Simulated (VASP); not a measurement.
# PbS (R3m) in VASP: a series of runs

The runs below take PbS through single point, with r2SCAN.

All numbers are computed with VASP 6.6.1; they aren't measurements. Logs are shortened: lines on timing, memory, paths and dates and some standing lists are left out, and cuts for length are marked.

## Step 1: The cell of the first run

It takes space group R3m (No. 160, trigonal). Conventional cell: a = 4.197 Å, b = 4.197 Å, c = 10.286 Å, α = 90.00°, β = 90.00°, γ = 120.00°. Within 3.9 Å of Pb (site symmetry 3m) lie 6 S at 2.94 to 3.00 Å. S (site symmetry 3m) has 6 Pb at 2.94 to 3.00 Å within 3.9 Å.

## Step 2: Single point, r2SCAN

The input, POSCAR:

```
PbS
1.0
    2.0984823409      1.2115593444      3.4287483306
   -2.0984823409      1.2115593444      3.4287483306
    0.0000000000     -2.4231186889      3.4287483306
Pb S
1 1
Direct
    0.9805657800      0.9805657800      0.9805657800
    0.4750355500      0.4750355500      0.4750355500
```

The input, INCAR.step1:

```
PREC = Accurate ; ENCUT = 520
ISMEAR = -1 ; SIGMA = 0.05
LREAL = F ; LASPH = T
NELM = 100 ; NBANDS = 17
GGA = PE ; ALGO = Normal
EDIFF = 1E-4 ; LWAVE = T
LCHARG = F
```

The input, INCAR.step2:

```
PREC = Accurate ; ENCUT = 520
EDIFF = 1E-7 ; ISMEAR = -1
SIGMA = 0.05 ; LREAL = F
LASPH = T ; NELM = 100
ALGO = Normal ; ISIF = 2
LWAVE = F ; LCHARG = T
METAGGA = R2SCAN ; LMIXTAU = T
LELF = T ; LVHAR = T
NBANDS = 17 ; ISTART = 1
```

The input, KPOINTS:

```
Automatic mesh
0
Gamma
  8 8 8
```

Potentials or basis: VASP PAW PBE potentials, release 64 (Pb_d, S).

Command:

```
> cat potpaw_PBE.64/Pb_d/POTCAR potpaw_PBE.64/S/POTCAR > POTCAR
> cp INCAR.step1 INCAR
> mpirun -np 1 vasp_std > vasp.out
> cp INCAR.step2 INCAR
> mpirun -np 1 vasp_std > vasp.out
```

OUTCAR:

```text
PREC = Accurate
   ENCUT = 520
   EDIFF = 1E-7
   ISMEAR = -1
   LREAL = F
   LASPH = T
   NELM = 100
   ISIF = 2
   METAGGA = R2SCAN
   ISTART = 1

 ion  position               nearest neighbor table
   1  0.981  0.981  0.981-   2 2.94   2 2.94   2 2.94   2 3.00   2 3.00   2 3.00
   2  0.475  0.475  0.475-   1 2.94   1 2.94   1 2.94   1 3.00   1 3.00   1 3.00

  LATTYP: Found a trigonal (rhomboedric) cell.
 ALAT       =     4.1985496656
 COS(alpha) =     0.5003774362

  Lattice vectors:

 A1 = (   2.0984823409,   1.2115593444,   3.4287483306)
 A2 = (  -2.0984823409,   1.2115593444,   3.4287483306)
 A3 = (   0.0000000000,  -2.4231186889,   3.4287483306)

Analysis of symmetry for initial positions (statically):
=====================================================================
 Subroutine PRICEL returns:
 Original cell was already a primitive cell.

 Routine SETGRP: Setting up the symmetry group for a
 trigonal (rhombohedral) supercell.

 Subroutine GETGRP returns: Found  6 space group operations
 (whereof  6 operations were pure point group operations)
 out of a pool of 12 trial point group operations.

The static configuration has the point symmetry C_3v.

Analysis of symmetry for dynamics (positions and initial velocities):
=====================================================================
 Subroutine PRICEL returns:
 Original cell was already a primitive cell.

 Routine SETGRP: Setting up the symmetry group for a
 trigonal (rhombohedral) supercell.

 Subroutine GETGRP returns: Found  6 space group operations
 (whereof  6 operations were pure point group operations)
 out of a pool of 12 trial point group operations.

The dynamic configuration has the point symmetry C_3v.

 Subroutine INISYM returns: Found  6 space group operations
 (whereof  6 operations are pure point group operations),
 and found     1 'primitive' translations

----------------------------------------------------------------------------------------

                                     Primitive cell

  volume of cell :      52.3042

  direct lattice vectors                    reciprocal lattice vectors
     2.098482341  1.211559344  3.428748331     0.238267433  0.137563766  0.097217206
    -2.098482341  1.211559344  3.428748331    -0.238267433  0.137563766  0.097217206
     0.000000000 -2.423118689  3.428748331     0.000000000 -0.275127533  0.097217206

  length of vectors
     4.198549666  4.198549666  4.198549666     0.291798466  0.291798466  0.291798466

  position of ions in fractional coordinates (direct lattice)
     0.980565780  0.980565780  0.980565780
     0.475035550  0.475035550  0.475035550

  ion indices of the primitive-cell ions
   primitive index   ion index
                 1           1
                 2           2

----------------------------------------------------------------------------------------

 KPOINTS: Automatic mesh

Automatic generation of k-mesh.
 Grid dimensions read from file:
 generate k-points for:    8    8    8

 Generating k-lattice:

  Cartesian coordinates                     Fractional coordinates (reciprocal lattice)
     0.029783429  0.017195471  0.012152151     0.125000000 -0.000000000  0.000000000
    -0.029783429  0.017195471  0.012152151    -0.000000000  0.125000000  0.000000000
     0.000000000 -0.034390942  0.012152151     0.000000000  0.000000000  0.125000000

  Length of vectors
     0.036474808  0.036474808  0.036474808

  Shift w.r.t. Gamma in fractional coordinates (k-lattice)
     0.000000000  0.000000000  0.000000000

 Subroutine IBZKPT returns following result:
 ===========================================

 Found     65 irreducible k-points:

 Following reciprocal coordinates:
            Coordinates               Weight
  0.000000  0.000000  0.000000      1.000000
  0.125000 -0.000000 -0.000000      6.000000
  0.250000 -0.000000 -0.000000      6.000000
  0.375000  0.000000  0.000000      6.000000
  0.500000 -0.000000 -0.000000      3.000000
  0.125000  0.125000  0.000000      6.000000
[... 16 lines left out ...]
  0.250000  0.125000  0.125000      6.000000
  0.375000  0.125000  0.125000      6.000000
 [... further k-points ...]
   k-points           NKPTS =     65   k-points in BZ     NKDIM =     65   number of bands    NBANDS=     17
   number of dos      NEDOS =    301   number of ions     NIONS =      2
   total plane-waves  NPLWV =  32768
   dimension x,y,z NGX =    32 NGY =   32 NGZ =   32
   dimension x,y,z NGXF=    64 NGYF=   64 NGZF=   64
   ions per type =               1   1
   NGX,Y,Z   is equivalent  to a cutoff of  12.67, 12.67, 12.67 a.u.
   NGXF,Y,Z  is equivalent  to a cutoff of  25.34, 25.34, 25.34 a.u.
 SYSTEM =  unknown system
   PREC   = accura    normal or accurate (medium, high low for compatibility)
   ISTART =      1    job   : 0-new  1-cont  2-samecut
   ICHARG =      0    charge: 1-file 2-atom 10-const
   ISPIN  =      1    spin polarized calculation?
   LNONCOLLINEAR =      F non collinear calculations
   LSORBIT =      F    spin-orbit coupling
   LASPH  =      T    aspherical Exc in radial PAW
   ENCUT  =  520.0 eV  38.22 Ry    6.18 a.u.   7.81  7.81  7.81*2*pi/ulx,y,z
   NELM   =    100;   NELMIN=  2; NELMDL=  0     # of ELM steps
   EDIFF  = 0.1E-06   stopping-criterion for ELM
   LREAL  =      F    real-space projection
   EDIFFG = 0.1E-05   stopping-criterion for IOM
   NSW    =      0    number of steps for IOM
   IBRION =     -1    ionic relax: 0-MD 1-quasi-New 2-CG
   NFREE  =      0    steps in history (QN), initial steepest desc. (CG)
   ISIF   =      2    stress and relaxation
   ISYM   =      2    0-nonsym 1-usesym 2-fastsym
   POTIM  = 0.5000    time-step for ionic-motion
   TEBEG  =    0.0;   TEEND  =   0.0 temperature during run
   PSTRESS=    0.0 pullay stress
   NELECT =      20.0000    total number of electrons
   NUPDOWN=      -1.0000    fix difference up-down
   EMIN   =  10.00;   EMAX   =-10.00  energy-range for DOS
   EFERMI =   0.00;   METHOD = LEGACY
   ISMEAR =    -1;   SIGMA  =   0.05  broadening in eV -4-tet -1-fermi 0-gaus
   EFERMI_NEDOS =   21; number of points for ismear=-14 and -15
   IALGO  =     38    algorithm
   IMIX   =      4    mixing-type and parameters
     AMIX     =   0.40;   BMIX     =  1.00
     AMIX_MAG =   1.60;   BMIX_MAG =  1.00
  volume/ion in A,a.u.               =      26.15       176.48
  Fermi-wavevector in a.u.,A,eV,Ry     =   1.188245  2.245457 19.210411  1.411925
  Thomas-Fermi vector in A             =   2.324378
   LORBIT       =      0    0 simple, 1 ext, 2 COOP (PROOUT), +10 PAW based schemes
   METAGGA = R2SCAN    functional components
   LHFCALC =     F    Hartree Fock is set to
   AEXX    =    0.0000 exact exchange contribution
   IVDW    =     0    specifies the selected vdW correction
   LEPSILON=     F    determine dielectric tensor
   LRPA    =     F    only Hartree local field effects (RPA)
 non-spin polarized calculation
  energy-cutoff  :      520.00
  volume of cell :       52.30
 maximum number of plane-waves:      1424
   NGX = 15   NGY = 15   NGZ = 15

 number of electron      20.0000002 magnetization

 Free energy of the ion-electron system (eV)
  ---------------------------------------------------
  ext. energy  EPLUGINS =         0.00000000
  ---------------------------------------------------
  free energy    TOTEN  =       -65.60771105 eV

  energy without entropy =      -65.60769400  energy(sigma->0) =      -65.60770253

 E-fermi :   5.9891     XC(G=0): -10.2418

 val. band max:        5.6672888304   @ k =   0.5000  -0.0000  -0.0000
 cond. band min:       6.3107740859   @ k =   0.5000  -0.0000  -0.0000
 fundamental gap:      0.6434852556
 Fermi energy:         5.9890603364

 k-point     1 :       0.0000    0.0000    0.0000
  band No.  band energies     occupation
      1     -11.7774      2.00000
      2     -11.7770      2.00000
      3     -11.7770      2.00000
      4     -11.7617      2.00000
      5     -11.7617      2.00000
      6      -8.5280      2.00000
[... 9 lines left out ...]
     16      12.8450      0.00000
     17      14.7385      0.00000

 k-point     2 :       0.1250   -0.0000   -0.0000
  band No.  band energies     occupation
      1     -11.7765      2.00000
      2     -11.7746      2.00000
      3     -11.7743      2.00000
      4     -11.7626      2.00000
      5     -11.7626      2.00000
      6      -8.3924      2.00000
[... 9 lines left out ...]
     16      13.2070      0.00000
     17      15.9935      0.00000

 k-point     3 :       0.2500   -0.0000   -0.0000
  band No.  band energies     occupation
      1     -11.7824      2.00000
      2     -11.7818      2.00000
      3     -11.7749      2.00000
      4     -11.7509      2.00000
      5     -11.7506      2.00000
      6      -8.0174      2.00000
[... 9 lines left out ...]
     16      14.0709      0.00000
     17      18.1079      0.00000

 k-point     4 :       0.3750    0.0000    0.0000
  band No.  band energies     occupation
      1     -11.7935      2.00000
      2     -11.7927      2.00000
      3     -11.7742      2.00000
      4     -11.7356      2.00000
      5     -11.7352      2.00000
      6      -7.5358      2.00000
[... 9 lines left out ...]
     16      15.3353      0.00000
     17      18.0270      0.00000

 k-point     5 :       0.5000   -0.0000   -0.0000
  band No.  band energies     occupation
      1     -11.7982      2.00000
      2     -11.7973      2.00000
      3     -11.7739      2.00000
      4     -11.7291      2.00000
      5     -11.7287      2.00000
      6      -7.2803      2.00000
[... 9 lines left out ...]
     16      16.2958      0.00000
     17      16.7123      0.00000

 k-point     6 :       0.1250    0.1250    0.0000
  band No.  band energies     occupation
      1     -11.7808      2.00000
      2     -11.7755      2.00000
      3     -11.7687      2.00000
      4     -11.7686      2.00000
      5     -11.7579      2.00000
      6      -8.3447      2.00000
[... 9 lines left out ...]
     16      13.9919      0.00000
     17      15.4702      0.00000

 k-point     7 :       0.2500    0.1250    0.0000
  band No.  band energies     occupation
      1     -11.7933      2.00000
      2     -11.7807      2.00000
      3     -11.7686      2.00000
      4     -11.7585      2.00000
      5     -11.7476      2.00000
      6      -8.0428      2.00000
[... 9 lines left out ...]
     16      14.8178      0.00000
     17      16.7801      0.00000

 k-point     8 :       0.3750    0.1250    0.0000
  band No.  band energies     occupation
      1     -11.8090      2.00000
      2     -11.7792      2.00000
      3     -11.7748      2.00000
      4     -11.7478      2.00000
      5     -11.7330      2.00000
      6      -7.5828      2.00000
[... 9 lines left out ...]
     16      15.9124      0.00000
     17      17.9586      0.00000
[... 203 lines left out ...]
      1     -11.9123      2.00000
      2     -11.7952      2.00000
      3     -11.7436      2.00000
      4     -11.7236      2.00000
      5     -11.7203      2.00000
      6      -6.8960      2.00000
[... 9 lines left out ...]
     16      17.8248      0.00000
     17      17.9456      0.00000

 k-point    20 :      -0.3750    0.3750    0.0000
  band No.  band energies     occupation
      1     -11.8894      2.00000
      2     -11.7803      2.00000
      3     -11.7558      2.00000
      4     -11.7337      2.00000
      5     -11.7249      2.00000
      6      -6.8357      2.00000
[... 9 lines left out ...]
     16      17.0851      0.00000
     17      18.9223      0.00000

 k-point    21 :       0.5000    0.5000    0.0000
  band No.  band energies     occupation
      1     -11.9335      2.00000
      2     -11.8020      2.00000
      3     -11.7361      2.00000
      4     -11.7169      2.00000
      5     -11.7167      2.00000
      6      -6.8191      2.00000
[... 9 lines left out ...]
     16      18.4429      0.00000
     17      18.4469      0.00000

 k-point    22 :       0.1250    0.1250    0.1250
  band No.  band energies     occupation
      1     -11.7767      2.00000
      2     -11.7744      2.00000
      3     -11.7744      2.00000
      4     -11.7625      2.00000
      5     -11.7625      2.00000
      6      -8.3930      2.00000
[... 9 lines left out ...]
     16      13.1989      0.00000
     17      15.9926      0.00000

 k-point    23 :       0.2500    0.1250    0.1250
  band No.  band energies     occupation
      1     -11.7773      2.00000
      2     -11.7756      2.00000
      3     -11.7737      2.00000
      4     -11.7673      2.00000
      5     -11.7526      2.00000
      6      -8.1744      2.00000
[... 9 lines left out ...]
     16      14.3870      0.00000
     17      15.7325      0.00000

 k-point    24 :       0.3750    0.1250    0.1250
  band No.  band energies     occupation
      1     -11.7908      2.00000
      2     -11.7842      2.00000
      3     -11.7726      2.00000
      4     -11.7523      2.00000
      5     -11.7423      2.00000
      6      -7.7497      2.00000
[... 9 lines left out ...]
     16      15.7943      0.00000
     17      17.0809      0.00000

 [... further k-points ...]

------------------------ aborting loop because EDIFF is reached ----------------------------------------

  FORCE on cell =-STRESS in cart. coord.  units (eV):
  Direction    XX          YY          ZZ          XY          YZ          ZX
  --------------------------------------------------------------------------------------
  -------------------------------------------------------------------------------------
  Total        0.3833917      0.3833917      0.3896387      0.0000000     -0.0000000      0.0000000
  in kB       11.7440107     11.7440107     11.9353682      0.0000000     -0.0000000      0.0000000
  external PRESSURE =      11.8077965 kB  Pullay stress =       0.0000000 kB

 VOLUME and BASIS-vectors are now :
 -----------------------------------------------------------------------------
  energy-cutoff  :      520.00
  volume of cell :       52.30
      direct lattice vectors                 reciprocal lattice vectors
     2.098482341  1.211559344  3.428748331     0.238267433  0.137563766  0.097217206
    -2.098482341  1.211559344  3.428748331    -0.238267433  0.137563766  0.097217206
     0.000000000 -2.423118689  3.428748331     0.000000000 -0.275127533  0.097217206

 POSITION                                       TOTAL-FORCE (eV/Angst)
 -----------------------------------------------------------------------------------
      0.00000     -0.00000     10.08634         0.000000      0.000000     -0.023677
      0.00000     -0.00000      4.88633         0.000000     -0.000000      0.023677
 -----------------------------------------------------------------------------------
    total drift:                                0.000000     -0.000000      0.000022

  FREE ENERGIE OF THE ION-ELECTRON SYSTEM (eV)
  ---------------------------------------------------
  free  energy   TOTEN  =       -65.6077110541 eV

  energy  without entropy=      -65.6076940027  energy(sigma->0) =      -65.60770253
```

Run time: 2.7 min. Hardware: 1 thread of Intel Xeon 8259CL, shared host; peak memory 0.22 GiB.

What came out:

```
Free energy            : -65.6077 eV
Pressure               : 1.2 GPa
Largest force          : 0.024 eV/Å
Band gap on the k mesh : 0.64 eV
```

Forces in eV/Å, atoms in the order of the input:
```
Pb   0.000  0.000 -0.024
S    0.000  0.000  0.024
```

Levels at points of the mesh, in eV from the valence-band top:
| k point | band 6 | band 7 | band 8 | band 9 | band 10 | band 11 | band 12 | band 13 | band 14 | band 15 |
| --- | --- | --- | --- | --- | --- | --- | --- | --- | --- | --- |
| (0.00, 0.00, 0.00) | -14.20 | -6.10 | -2.32 | -2.32 | -2.32 | 5.51 | 5.54 | 5.54 | 7.16 | 7.16 |
| (0.50, 0.00, 0.00) | -12.95 | -9.10 | -1.93 | -1.92 | 0.00 | 0.64 | 2.20 | 2.20 | 9.16 | 10.63 |
| (0.50, 0.50, 0.00) | -12.49 | -7.37 | -5.36 | -3.60 | -3.59 | 4.14 | 6.00 | 6.09 | 6.11 | 11.69 |
| (0.50, 0.50, 0.50) | -12.95 | -9.09 | -1.92 | -1.92 | -0.02 | 0.67 | 2.20 | 2.20 | 9.15 | 10.63 |

Caveat: the PAW data sets were made with another functional, which shifts forces and pressure a little; spin-orbit coupling is left out, which moves the levels of the heavy elements.

## Step 3: Single point, r2SCAN

This run uses another cell than the first one, of 26.69 Å³/atom.

The input, POSCAR:

```
PbS
1.0
    2.1126617058      1.2197458045      3.4519162518
   -2.1126617058      1.2197458045      3.4519162518
    0.0000000000     -2.4394916091      3.4519162518
Pb S
1 1
Direct
    0.9805657800      0.9805657800      0.9805657800
    0.4750355500      0.4750355500      0.4750355500
```

The input, INCAR.step1:

```
ALGO = Normal
EDIFF = 1E-4
ENCUT = 520
GGA = PE
ISMEAR = -1
LASPH = True
LCHARG = False
LREAL = False
LWAVE = True
NBANDS = 17
NELM = 60
PREC = Accurate
SIGMA = 0.05
```

The input, INCAR.step2:

```
ALGO = Normal
EDIFF = 1E-6
ENCUT = 520
ISIF = 2
ISMEAR = -1
ISTART = 1
LASPH = True
LCHARG = True
LELF = True
LMIXTAU = True
LREAL = False
LVHAR = True
LWAVE = False
METAGGA = R2SCAN
NBANDS = 17
NELM = 60
PREC = Accurate
SIGMA = 0.05
```

The input, KPOINTS:

```
k-points
0
Gamma
  8 8 8
```

Potentials or basis: VASP PAW PBE potentials, release 64 (Pb_d, S).

Command:

```
> cat potpaw_PBE.64/Pb_d/POTCAR potpaw_PBE.64/S/POTCAR > POTCAR
> cp INCAR.step1 INCAR
> mpirun -np 1 vasp_std > vasp.out
> cp INCAR.step2 INCAR
> mpirun -np 1 vasp_std > vasp.out
```

It took 2.7 min on 1 thread of Intel Xeon 8259CL, shared host; peak memory 0.22 GiB.

It converged, with:

```
Free energy            : -65.6119 eV
Pressure               : 0.0 GPa
Largest force          : 0.012 eV/Å
Band gap on the k mesh : 0.72 eV
```

Forces on the atoms (eV/Å):
```
Pb   0.000  0.000 -0.012
S    0.000  0.000  0.012
```

Levels at points of the mesh, in eV from the valence-band top:
```csv
k point,band 6,band 7,band 8,band 9,band 10,band 11,band 12,band 13,band 14,band 15
"(0.00, 0.00, 0.00)",-13.98,-6.12,-2.19,-2.19,-2.19,5.48,5.51,5.51,7.23,7.23
"(0.50, 0.00, 0.00)",-12.79,-8.95,-1.81,-1.81,0.00,0.72,2.27,2.27,9.15,10.69
"(0.50, 0.50, 0.00)",-12.36,-7.31,-5.15,-3.44,-3.43,4.25,5.95,6.03,6.05,11.71
"(0.50, 0.50, 0.50)",-12.79,-8.94,-1.81,-1.81,-0.02,0.74,2.27,2.27,9.14,10.69
```

Caveat: the PAW data sets were made with another functional, which shifts forces and pressure a little; spin-orbit coupling is left out, which moves the levels of the heavy elements. A k mesh can miss the band edges.
